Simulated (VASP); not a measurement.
The system is TaN.

```
Ta N
1.0
     2.60324    4.50894    0.00000
    -2.60324    4.50894    0.00000
     0.00000    0.00000    2.92005
Ta N
3 3
Direct
  0.00000 0.00000 0.00000
  0.33330 0.33340 0.50000
  0.66660 0.66670 0.50000
  0.50000 0.50000 0.00000
  0.50000 0.00000 0.00000
  0.00000 0.50000 0.00000
```

Base run:

```yaml
Program: VASP 6.6.1
Functional: LDA
Potentials_or_basis: VASP PAW LDA potentials, release 64 (Ta_pv, N)
Cutoff: 520 eV
k_mesh: 4 × 4 × 6
Occupations: fermi-dirac, width 0.1 eV
Spin: no spin polarisation
```

Its results: band gap on the k mesh zero (bands 24 and 25 overlap by 2.10 eV); pressure -6.5 GPa; largest force 0.007 eV/Å.

**Question.** The run is repeated on the same cell with these changes: k mesh from 4 × 4 × 6 to 5 × 5 × 8. What comes out?

**Answer.** Band gap on the k mesh zero (bands 24 and 25 overlap by 2.11 eV); pressure -6.9 GPa; largest force 0.007 eV/Å.

Caveats: the cell stands under tension; spin-orbit coupling is left out, which moves the levels of the heavy elements.
